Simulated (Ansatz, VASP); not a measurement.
# TaC5: VASP beside Ansatz

INCAR

```
  PREC = Accurate
  ENCUT = 600
  EDIFF = 1E-6
  ISMEAR = 0
  SIGMA = 0.1
  LREAL = False
  LASPH = True
  NELM = 60
  ALGO = Normal
  ISIF = 3
  LWAVE = False
  LCHARG = False
  GGA = PE
  IBRION = 2
  NSW = 90
  EDIFFG = -0.04
```

The input KPOINTS:

```
regular mesh
0
Gamma
  6 6 6
```

POSCAR

```
TaC5
1.0
   -2.3864549200      2.3864549200      4.2849747800
    2.3864549200     -2.3864549200      4.2849747800
    2.3864549200      2.3864549200     -4.2849747800
Ta C
1 5
Direct
    0.5000000000      0.5000000000      0.0000000000
    0.6256838200      0.1256838200      0.5000000000
    0.1256838200      0.6256838200      0.5000000000
    0.3743161800      0.8743161800      0.5000000000
    0.8743161800      0.3743161800      0.5000000000
    0.0000000000      0.0000000000      0.0000000000
```

Input for Ansatz:

```yaml
crystal:
  lattice:
    - [-2.38645492, 2.38645492, 4.28497478]
    - [2.38645492, -2.38645492, 4.28497478]
    - [2.38645492, 2.38645492, -4.28497478]
  atoms:
    - { symbol: Ta, position: [0.5, 0.5, 0.0] }
    - { symbol: C, position: [0.62568382, 0.12568382, 0.5] }
    - { symbol: C, position: [0.12568382, 0.62568382, 0.5] }
    - { symbol: C, position: [0.37431618, 0.87431618, 0.5] }
    - { symbol: C, position: [0.87431618, 0.37431618, 0.5] }
    - { symbol: C, position: [0.0, 0.0, 0.0] }
basis:
  ecutwfc: 420
kpoints:
  mp_grid: { grid: [6, 6, 6] }
hamiltonian:
  xc: pbe
scf:
  occupations: { method: gaussian, width: 0.1 }
  lower_state_search: "off"
output:
  forces: true
  stress: true
  eigenvalues: true
relax:
  adjacent_minimum: "off"
  f_tol: 0.04
  max_steps: 70
  cell: { stress_tol: 0.4 }
```

Alike in both runs: task relaxation of cell and atoms; functional PBE; k mesh 6 × 6 × 6; occupations gaussian, width 0.1 eV; no spin polarisation.

```csv
,VASP,Ansatz
version,VASP 6.6.1,Ansatz 0.2.0
potentials or method,"VASP PAW PBE potentials, release 64 (Ta_pv, C), cutoff 600 eV","scalar-relativistic, plane waves, PAW"
valence electrons in the cell,31,33
```

```csv
,VASP,Ansatz,Ansatz less VASP
"gap on the k mesh at the Fermi level, each at its own relaxed structure (eV)",none,none,-
relaxed volume (Å³/atom),9.10,9.11,+0.002
relaxed length of the cell vector where the two differ most in proportion (Å),4.167,4.168,+0.0005
```

A gap of «none» marks a metal or a gap that the smearing closes. VASP's potentials hold 31 valence electrons a cell and Ansatz's 33, so a difference there can come from the potentials and not from the codes.

Neither program's run includes spin-orbit coupling. Noted on VASP's run: the volume moved by over 15 % at a fixed basis, so the end points are rough.
